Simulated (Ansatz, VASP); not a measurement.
PtS2 in VASP and in Ansatz

Contents of INCAR:

```
SYSTEM = PtS2
PREC = Accurate
ENCUT = 520
EDIFF = 1E-6
ISMEAR = 0
SIGMA = 0.05
LREAL = .False.
LASPH = .True.
NELM = 60
ALGO = Normal
ISIF = 2
LWAVE = .False.
LCHARG = .True.
LDIPOL = .True.
IDIPOL = 3
DIPOL = 0.5 0.5 0.403
GGA = PE
IVDW = 12
LELF = .True.
LVHAR = .True.
LVACPOTAV = .True.
NBANDS = 31
```

KPOINTS

```
regular mesh
0
Gamma
  9 9 1
  0 0 0
```

Contents of POSCAR:

```
PtS2
1.0
    3.5414386157      0.0000000000      0.0000000000
   -1.7707193078      3.0669758072      0.0000000000
    0.0000000000      0.0000000000     22.4671575440
S Pt
4 2
Direct
    0.6666666667      0.3333333333      0.2002923597
    0.3333333333      0.6666666667      0.3108349936
    0.8333333333      0.6666666667      0.4951039645
    0.5000000000      1.0000000000      0.6056465985
    0.0000000000      0.0000000000      0.2555636767
    0.1666666667      0.3333333333      0.5503752815
```

Input for Ansatz:

```yaml
crystal:
  lattice:
    - [3.5414386157, 0.0, 0.0]
    - [-1.7707193078, 3.0669758072, 0.0]
    - [0.0, 0.0, 22.467157544]
  atoms:
    - { symbol: S, position: [0.6666666667, 0.3333333333, 0.2002923597] }
    - { symbol: Pt, position: [0.0, 0.0, 0.2555636767] }
    - { symbol: S, position: [0.3333333333, 0.6666666667, 0.3108349936] }
    - { symbol: S, position: [0.8333333333, 0.6666666667, 0.4951039645] }
    - { symbol: Pt, position: [0.1666666667, 0.3333333333, 0.5503752815] }
    - { symbol: S, position: [0.5, 1.0, 0.6056465985] }
basis:
  ecutwfc: 420
kpoints:
  mp_grid: { grid: [9, 9, 1] }
hamiltonian:
  xc: pbe
  dispersion: d3bj
scf:
  occupations: { method: gaussian, width: 0.05 }
output:
  forces: true
  eigenvalues: true
efield:
  axis: 3
  dipole_correction: true
  ramp_width: 0.04
```

Alike in both runs: task single point; functional PBE; dispersion D3(BJ); k mesh 9 × 9 × 1; occupations gaussian, width 0.05 eV; no spin polarisation.

|  | VASP | Ansatz |
| --- | --- | --- |
| version | VASP 6.6.1 | Ansatz 0.2.0 |
| potentials or method | VASP PAW PBE potentials, release 64 (S, Pt), cutoff 520 eV | scalar-relativistic, plane waves, PAW |
| valence electrons in the cell | 44 | 60 |

```csv
,VASP,Ansatz,Ansatz less VASP
gap on the k mesh at the Fermi level (eV),1.68,1.68,-0.003
least direct gap on the mesh (eV),1.75,1.75,-0.004
rms of the force components (eV/Å),0.020,0.023,+0.0026
```

VASP's potentials hold 44 valence electrons a cell and Ansatz's 60, so a difference there can come from the potentials and not from the codes.

Spin-orbit coupling is off throughout.
